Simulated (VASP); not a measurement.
ScAl2N3: single point with PBE

The system is ScAl2N3.

```
Sc Al N
1.0
     3.64918    0.00000    0.00000
    -1.82459    3.16028    0.00000
     0.00000    0.00000    6.86894
Sc Al N
1 2 3
Direct
  0.00000 0.00000 0.50000
  0.00000 0.00000 0.15572
  0.00000 0.00000 0.84428
  0.50000 0.00000 0.00000
  0.00000 0.50000 0.00000
  0.50000 0.50000 0.00000
```

```yaml
Program: VASP 6.6.1
Task: single point
Functional: PBE
Potentials_or_basis: VASP PAW PBE potentials, release 64 (Sc_sv, Al, N)
Cutoff: 520 eV
k_mesh: 6 × 6 × 4
Occupations: gaussian, width 0.1 eV
Spin: no spin polarisation
Dipole_correction: no
Further_INCAR_settings: ALGO = Normal; EDIFF = 1e-06; NBANDS = 25
```

| Property | Result |
| --- | --- |
| Pressure | 30.3 GPa |
| Largest force | 2.543 eV/Å |
| Band gap on the k mesh | zero (band 16 reaches 6.14 eV, above the bottom of band 17 at 5.75 eV) |

Forces on the atoms (eV/Å):
```
Sc   0.000  0.000  0.000
Al   0.000  0.000  2.543
Al   0.000  0.000 -2.543
N    0.000  0.000  0.000
N    0.000  0.000  0.000
N    0.000  0.000  0.000
```

Stress tensor (GPa, compression positive):
```
13.61  0.00  0.00
 0.00 13.61  0.00
 0.00  0.00 63.76
```

Levels at points of the mesh, in eV from the Fermi level:
```csv
k point,band 12,band 13,band 14,band 15,band 16,band 17,band 18,band 19,band 20,band 21
"(0.00, 0.00, 0.00)",-4.85,-1.20,-0.89,-0.89,-0.29,0.05,1.58,1.58,1.86,1.86
"(0.50, 0.00, 0.00)",-2.10,-2.09,-1.60,-0.90,-0.50,0.02,0.05,0.26,0.98,1.80
"(0.00, 0.00, 0.50)",-3.25,-2.89,-0.91,-0.91,-0.46,-0.28,1.62,1.62,1.98,1.98
"(0.50, 0.00, 0.50)",-2.09,-1.53,-1.30,-0.96,-0.75,-0.04,-0.03,0.12,0.63,1.55
```

Wall time 52 s on 1 thread of Intel Xeon 6975P-C, with other jobs on the host, peak memory 0.21 GiB.

Caveat: forces of over 1 eV/Å act on the atoms, so gaps and moduli don't describe the material at rest.
